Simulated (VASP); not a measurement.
A run of VASP 6.6.1:

INCAR

```
SYSTEM = PtS2
PREC = Accurate ; ENCUT = 500
EDIFF = 1E-6 ; ISMEAR = 0
SIGMA = 0.01 ; LREAL = .False.
LASPH = .True. ; NELM = 120
ALGO = Normal ; ISIF = 2
LWAVE = .False. ; LCHARG = .False.
GGA = PE ; NBANDS = 18
GGA_COMPAT = .False.
```

Contents of KPOINTS:

```
regular mesh
0
Gamma
  2 2 2
  0 0 0
```

POSCAR

```
PtS2
1.0
    3.4503961500      0.0000000000      0.0000000000
   -1.7251980800      2.9881020400      0.0000000000
    0.0000000000      0.0000000000      4.9124284200
Pt S
1 2
Direct
    0.0000000000      0.0000000000      0.0000000000
    0.3450000000      0.6670000000      0.2300000000
    0.6670000000      0.3250000000      0.7800000000
```

Potentials or basis: VASP PAW PBE potentials, release 64 (Pt, S).

Command:

```console
$ cat potpaw_PBE.64/Pt/POTCAR potpaw_PBE.64/S/POTCAR > POTCAR
$ mpirun -np 1 vasp_std > vasp.out
```

Hardware: 1 thread of Intel(R) Xeon(R) 6975P-C (Granite Rapids), with other jobs on the host.

Task: How long does it take, and how much memory?

Result: Wall time 7.5 s on 1 thread of Intel(R) Xeon(R) 6975P-C (Granite Rapids), on a shared host, peak memory 0.17 GiB. Counts: scf iterations 14, k points 8.
